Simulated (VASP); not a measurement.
# Rb (I4/mmm) in VASP: notebook, part 2 of 2

VASP 6.6.1. The steps go on from the part before.

### 3 Single point, PBEsol (strain +0.0250 x Voigt [1, 1, 0, 0, 0, 0])

INCAR

```
PREC = Accurate ; ENCUT = 520
EDIFF = 1E-6 ; ISMEAR = 0
SIGMA = 0.15 ; LREAL = False
LASPH = True ; NELM = 100
ALGO = Fast ; ISIF = 2
LWAVE = False ; LCHARG = False
GGA = PS ; NBANDS = 10
```

KPOINTS

```
Automatic mesh
0
Gamma
  12 12 12
```

POSCAR

```
Rb
1.0
    0.0000000000      3.7308817867      3.6398846700
    3.7308817867      0.0000000000      3.6398846700
    3.7308817867      3.7308817867      0.0000000000
Rb
1
Direct
    0.0000000000      0.0000000000      0.0000000000
```

Potentials or basis: VASP PAW PBE potentials, release 64 (Rb_sv).

Command:

```sh
> cat potpaw_PBE.64/Rb_sv/POTCAR > POTCAR
> mpirun -np 1 vasp_std > vasp.out
```

Wall time 94 s (1 thread of Intel Xeon Platinum 8488C (Sapphire Rapids), shared host); peak memory 0.34 GiB.

It converged, with:

```
Free energy            : -1.0131 eV
Pressure               : -0.3 GPa
Band gap on the k mesh : zero (an odd number of electrons rules out a gap without spin polarisation)
```

Levels at points of the mesh, in eV from the Fermi level:
```tsv
k point	band 3	band 4	band 5	band 6	band 7	band 8
(0.00, 0.00, 0.00)	-12.97	-12.97	-1.83	3.48	3.48	3.56
(0.50, 0.00, 0.00)	-12.98	-12.98	0.15	0.61	3.25	3.38
(0.50, 0.50, 0.00)	-12.99	-12.99	0.74	1.38	1.82	4.06
(0.50, 0.00, 0.50)	-12.99	-12.99	0.65	1.24	1.88	4.18
```

Caveat: the cell differs from its parent crystal (strain +0.0250 x Voigt [1, 1, 0, 0, 0, 0]); the PAW data sets were made with another functional, which shifts forces and pressure a little.

### 4 Single point, PBEsol (strain +0.0750 x Voigt [1, 1, 0, 0, 0, 0])

INCAR

```
PREC = Accurate ; ENCUT = 520
EDIFF = 1E-6 ; ISMEAR = 0
SIGMA = 0.15 ; LREAL = F
LASPH = T ; NELM = 80
ALGO = Fast ; ISIF = 2
LWAVE = F ; LCHARG = T
GGA = PS ; LELF = T
LVHAR = T ; NBANDS = 10
```

KPOINTS is that of step 3.

POSCAR

```
Rb
1.0
    0.0000000000      3.9128760202      3.6398846700
    3.9128760202      0.0000000000      3.6398846700
    3.9128760202      3.9128760202      0.0000000000
Rb
1
Direct
    0.0000000000      0.0000000000      0.0000000000
```

Command:

```sh
> cat potpaw_PBE.64/Rb_sv/POTCAR > POTCAR
> mpirun -np 1 vasp_std > vasp.out
```

Run time: 1.8 min. Hardware: 1 thread of Intel Xeon Platinum 8488C (Sapphire Rapids), shared host; peak memory 0.35 GiB.

The run converged. Its results:

```yaml
Free_energy: -0.9870 eV
Pressure: -0.5 GPa
Band_gap_on_the_k_mesh: zero (an odd number of electrons rules out a gap without spin polarisation)
```

Levels at points of the mesh, in eV from the Fermi level:
```csv
k point,band 3,band 4,band 5,band 6,band 7,band 8
"(0.00, 0.00, 0.00)",-13.05,-13.05,-1.71,3.36,3.36,3.57
"(0.50, 0.00, 0.00)",-13.05,-13.05,0.16,0.57,3.06,3.40
"(0.50, 0.50, 0.00)",-13.07,-13.07,0.87,1.45,1.75,3.63
"(0.50, 0.00, 0.50)",-13.06,-13.06,0.61,1.06,1.94,3.98
```

Caveat: the cell differs from its parent crystal (strain +0.0750 x Voigt [1, 1, 0, 0, 0, 0]); the PAW data sets were made with another functional, which shifts forces and pressure a little.

### 5 Single point, PBEsol (strain -0.1000 x Voigt [1, 1, 0, 0, 0, 0])

INCAR

```
SYSTEM = Rb
  ALGO = Normal
  EDIFF = 1E-6
  ENCUT = 520
  GGA = PS
  ISIF = 2
  ISMEAR = 0
  LASPH = .True.
  LCHARG = .False.
  LREAL = .False.
  LWAVE = .False.
  NBANDS = 10
  NELM = 100
  PREC = Accurate
  SIGMA = 0.15
```

KPOINTS

```
k-points
0
Gamma
  12 12 12
  0 0 0
```

POSCAR

```
Rb
1.0
    0.0000000000      3.2758962030      3.6398846700
    3.2758962030      0.0000000000      3.6398846700
    3.2758962030      3.2758962030      0.0000000000
Rb
1
Direct
    0.0000000000      0.0000000000      0.0000000000
```

Potentials or basis: VASP PAW PBE potentials, release 64 (Rb_sv).

Command:

```sh
> cat potpaw_PBE.64/Rb_sv/POTCAR > POTCAR
> mpirun -np 1 vasp_std > vasp.out
```

OUTCAR:

```text
SYSTEM = Rb
   EDIFF = 1E-6
   ENCUT = 520
   GGA = PS
   ISIF = 2
   ISMEAR = 0
   LASPH = .True.
   LREAL = .False.
   NELM = 100
   PREC = Accurate

 ion  position               nearest neighbor table
   1  0.000  0.000  0.000-

  LATTYP: Found a body centered tetragonal cell.
 ALAT       =     4.6328168392
 C/A-ratio  =     1.5713484026

  Lattice vectors:

 A1 = (  -3.2758962030,   0.0000000000,   3.6398846700)
[... 482 lines left out ...]
  band No.  band energies     occupation
      1     -28.4690      2.00000
      2     -12.6558      2.00000
      3     -12.5628      2.00000
      4     -12.5167      2.00000
      5       0.7072      0.00015
      6       1.1628      0.00000
      7       2.8012      0.00000
      8       4.3238      0.00000
      9       5.7644      0.00000
     10       6.1946      0.00000

 [... further k-points ...]
[... 5 lines left out ...]
  --------------------------------------------------------------------------------------
  -------------------------------------------------------------------------------------
  Total        0.2033168      0.2033168      0.1279747      0.0000000     -0.0000000      0.0000000
  in kB        4.1697106      4.1697106      2.6245623      0.0000000     -0.0000000      0.0000000
  external PRESSURE =       3.6546612 kB  Pullay stress =       0.0000000 kB

 VOLUME and BASIS-vectors are now :
 -----------------------------------------------------------------------------
  energy-cutoff  :      520.00
  volume of cell :       78.12
      direct lattice vectors                 reciprocal lattice vectors
     0.000000000  3.275896203  3.639884670    -0.152629989  0.152629989  0.137366990
     3.275896203  0.000000000  3.639884670     0.152629989 -0.152629989  0.137366990
     3.275896203  3.275896203  0.000000000     0.152629989  0.152629989 -0.137366990

 POSITION                                       TOTAL-FORCE (eV/Angst)
 -----------------------------------------------------------------------------------
      0.00000      0.00000      0.00000        -0.000000     -0.000000      0.000000
 -----------------------------------------------------------------------------------
    total drift:                               -0.000000      0.000000      0.000000

  FREE ENERGIE OF THE ION-ELECTRON SYSTEM (eV)
  ---------------------------------------------------
  free  energy   TOTEN  =        -1.0194700875 eV

  energy  without entropy=       -1.0097078588  energy(sigma->0) =       -1.01458897
```

stdout:

```text
POSCAR found type information on POSCAR Rb
 POSCAR found :  1 types and       1 ions
 scaLAPACK will be used
 -----------------------------------------------------------------------------
|                                                                             |
|                                                                             |
|     You enforced a specific xc type in the INCAR file but a different       |
|     I HOPE YOU KNOW WHAT YOU ARE DOING!                                     |
|                                                                             |
 -----------------------------------------------------------------------------

 LDA part: xc-table for (Slater+PW92), standard interpolation
 POSCAR, INCAR and KPOINTS ok, starting setup
 FFT: planning ... GRIDC
 FFT: planning ... GRID_SOFT
 FFT: planning ... GRID
 WAVECAR not read
 entering main loop
```

Run time: 50 s. Hardware: 1 thread of Intel Xeon Platinum 8488C (Sapphire Rapids), shared host; peak memory 0.27 GiB.

What came out:

- Free energy: -1.0195 eV
- Pressure: 0.4 GPa
- Band gap on the k mesh: zero (an odd number of electrons rules out a gap without spin polarisation)

Stress tensor (GPa, compression positive):
```
0.42 0.00 0.00
0.00 0.42 0.00
0.00 0.00 0.26
```

Levels at points of the mesh, in eV from the Fermi level:
```tsv
k point	band 1	band 2	band 3	band 4	band 5	band 6	band 7	band 8	band 9	band 10
(0.00, 0.00, 0.00)	-28.78	-12.81	-12.81	-12.81	-2.19	3.47	3.90	3.90	4.66	5.66
(0.50, 0.00, 0.00)	-28.77	-12.97	-12.84	-12.82	0.11	0.78	3.18	3.82	5.96	6.06
(0.50, 0.50, 0.00)	-28.77	-12.95	-12.85	-12.85	0.33	1.16	1.97	5.46	5.46	5.65
(0.50, 0.00, 0.50)	-28.77	-12.97	-12.90	-12.86	0.64	1.70	1.88	4.67	4.97	5.39
```

Caveat: the cell differs from its parent crystal (strain -0.1000 x Voigt [1, 1, 0, 0, 0, 0]); the PAW data sets were made with another functional, which shifts forces and pressure a little.

### 6 Summary

| cell | gap on the mesh (eV) | pressure (GPa) |
| --- | --- | --- |
| a = 5.021, b = 5.021, c = 4.890 Å, angles 60.9, 60.9, 58.3°, 1 atom | none | 0.0 |
| a = 5.212, b = 5.212, c = 5.276 Å, angles 59.6, 59.6, 60.8°, 1 atom | none | -0.3 |
| a = 5.344, b = 5.344, c = 5.534 Å, angles 58.8, 58.8, 62.4°, 1 atom | none | -0.5 |
| a = 4.897, b = 4.897, c = 4.633 Å, angles 61.8, 61.8, 56.5°, 1 atom | none | 0.4 |

Alike in all rows: task single point; level PBEsol; potentials or basis VASP PAW PBE potentials, release 64 (Rb_sv); no spin polarisation; k mesh 12 × 12 × 12; cutoff (eV) 520; smearing gaussian 0.15 eV.

Caveats: the PAW data sets were made with another functional, which shifts forces and pressure a little.

Absolute energies hang on the potentials; compare differences alone.
